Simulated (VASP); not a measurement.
Si:

```
Si
1.0
     2.55311   -1.89996    0.00000
     2.55311    1.89996    0.00000
    -1.90101    0.00000    5.46198
Si
4
Direct
  0.17761 0.50989 0.85353
  0.49011 0.82239 0.64647
  0.82239 0.49011 0.14647
  0.50989 0.17761 0.35353
```

The cell was built from a structure type or drawn by symmetry, and may not be a known phase.

```yaml
Program: VASP 6.6.1
Task: relaxation of cell and atoms
Functional: PBE
Potentials_or_basis: VASP PAW PBE potentials, release 64 (Si)
Cutoff: 600 eV
k_mesh: 6 × 6 × 4
Occupations: gaussian, width 0.1 eV
Spin: no spin polarisation
```

At the start: pressure 37.8 GPa; volume 13.25 Å³/atom.

Where does the relaxation end?

Over 17 steps the energy falls by 399.6 meV/atom and the volume is 17.07 Å³/atom (+28.9 %); space group C2/c (No. 15, to 0.1 Å) before and after.

Step by step:
| step | energy change (eV) | largest force (eV/Å) | pressure (GPa) | volume (Å³) |
| --- | --- | --- | --- | --- |
| 1 | 0.0000 | 0.5713 | 37.83 | 52.99 |
| 2 | -0.8430 | 0.1660 | -11.45 | 80.76 |
| 3 | -1.4068 | 0.1204 | -0.28 | 67.53 |
| 4 | -1.4067 | 0.1222 | 0.15 | 67.21 |
| 5 | -1.4814 | 0.1032 | 0.10 | 67.55 |
| 6 | -1.5113 | 0.1989 | 0.23 | 67.89 |
| 7 | -1.5450 | 0.1783 | -0.17 | 68.32 |
| 8 | -1.5299 | 0.4110 | -0.49 | 69.36 |
| 9 | -1.5635 | 0.2743 | -0.47 | 68.86 |
| 10 | -1.5794 | 0.2241 | -0.41 | 68.88 |
| 11 | -1.5845 | 0.1852 | -0.37 | 68.88 |
| 12 | -1.5935 | 0.1225 | -0.13 | 68.62 |
| 13 | -1.5953 | 0.0907 | 0.04 | 68.46 |
| 14 | -1.5953 | 0.0879 | 0.06 | 68.44 |
| 15 | -1.5966 | 0.0642 | -0.02 | 68.46 |
| 16 | -1.5979 | 0.0444 | -0.17 | 68.49 |
| 17 | -1.5984 | 0.0337 | 0.06 | 68.30 |

Final structure:
```
Si
1.0
     3.04568   -1.90962    0.17005
     3.04568    1.90962    0.17005
    -1.92114    0.00000    5.76434
Si
4
Direct
  0.17910 0.51628 0.85362
  0.48372 0.82090 0.64638
  0.82090 0.48372 0.14638
  0.51628 0.17910 0.35362
```

Caveat: the volume moved by over 15 % at a fixed basis, so the end points are rough.
